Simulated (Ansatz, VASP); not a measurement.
# Ta: VASP beside Ansatz

File INCAR:

```
SYSTEM = Ta
ALGO = Fast ; EDIFF = 1E-6
EDIFFG = -0.001 ; ENCUT = 600
IBRION = 2 ; ISIF = 3
ISMEAR = -1 ; LASPH = .True.
LCHARG = .False. ; LREAL = .False.
LWAVE = .False. ; NELM = 60
NSW = 80 ; PREC = Accurate
SIGMA = 0.15
```

The input KPOINTS:

```
k-points
0
Gamma
  16 16 16
  0 0 0
```

POSCAR

```
Ta
1.0
   -1.6263540842      1.6263540842      1.6263540842
    1.6263540842     -1.6263540842      1.6263540842
    1.6263540842      1.6263540842     -1.6263540842
Ta
1
Direct
    0.0000000000      0.0000000000      0.0000000000
```

Input for Ansatz:

```yaml
crystal:
  lattice:
    - [-1.6263540842, 1.6263540842, 1.6263540842]
    - [1.6263540842, -1.6263540842, 1.6263540842]
    - [1.6263540842, 1.6263540842, -1.6263540842]
  atoms:
    - { symbol: Ta, position: [0.0, 0.0, 0.0] }
basis:
  ecutwfc: 420
kpoints:
  mp_grid: { grid: [16, 16, 16] }
hamiltonian:
  xc: lda
  pseudopotentials: { kind: paw, azcp: { folder: soft_1 } }
scf:
  occupations: { method: fermi_dirac, width: 0.15 }
output:
  forces: true
  stress: true
  eigenvalues: true
relax:
  adjacent_minimum: "off"
  f_tol: 0.001
  max_steps: 60
  cell: { stress_tol: 0.01 }
```

Alike in both runs: task relaxation of cell and atoms; functional LDA; k mesh 16 × 16 × 16; occupations fermi-dirac, width 0.15 eV; no spin polarisation.

|  | VASP | Ansatz |
| --- | --- | --- |
| version | VASP 6.6.1 | Ansatz 0.2.0 |
| potentials or method | VASP PAW LDA potentials, release 64 (Ta_pv), cutoff 600 eV | scalar-relativistic, plane waves, PAW |
| valence electrons in the cell | 11 | 13 |

Ansatz gave:

- gap on the k mesh at the Fermi level, each at its own relaxed structure (eV): none
- relaxed volume (Å³/atom): 17.25
- relaxed cell length with the largest relative difference (Å): 2.819

Problem. Estimate VASP's values.

Solution. gap on the k mesh at the Fermi level, each at its own relaxed structure (eV): none; relaxed volume (Å³/atom): 17.32; relaxed cell length with the largest relative difference (Å): 2.823.

Ansatz warns that its potentials were made for another functional, while VASP's fit it. LDA's correlation is that of Perdew and Zunger in VASP and of Perdew and Wang (1992) in Ansatz. A gap of «none» marks a metal or a gap that the smearing closes. VASP's potentials hold 11 valence electrons a cell and Ansatz's 13, so a difference there can come from the potentials and not from the codes.

Neither program's run includes spin-orbit coupling.
